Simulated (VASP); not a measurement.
Here is a VASP 6.6.1 calculation.

Contents of INCAR:

```
SYSTEM = Ir
PREC = Accurate
ENCUT = 520
EDIFF = 1E-7
ISMEAR = 0
SIGMA = 0.15
LREAL = .False.
LASPH = .True.
NELM = 100
ALGO = Normal
ISIF = 2
LWAVE = .False.
LCHARG = .True.
GGA = PE
LELF = .True.
LVHAR = .True.
NBANDS = 10
```

The input KPOINTS:

```
Automatic mesh
0
Gamma
  22 22 22
  0 0 0
```

File POSCAR:

```
Ir
1.0
    0.0000000000      1.7661240000      1.9964880000
    1.7661240000      0.0000000000      1.9964880000
    1.7661240000      1.7661240000      0.0000000000
Ir
1
Direct
    0.0000000000      0.0000000000      0.0000000000
```

Potentials or basis: VASP PAW PBE potentials, release 64 (Ir).

Command:

```bash
$ cat potpaw_PBE.64/Ir/POTCAR > POTCAR
$ mpirun -np 1 vasp_std > vasp.out
```

(1) Estimate the band gap on the k mesh.

(2) What does it give for the pressure?

## Answers

(1) zero (an odd number of electrons rules out a gap without spin polarisation).

(2) 84.1 GPa.

Caveat: the cell differs from its parent crystal (strain -0.080 along x and y, +0.040 along z); the cell stands under pressure; spin-orbit coupling is left out, which moves the levels of the heavy elements.
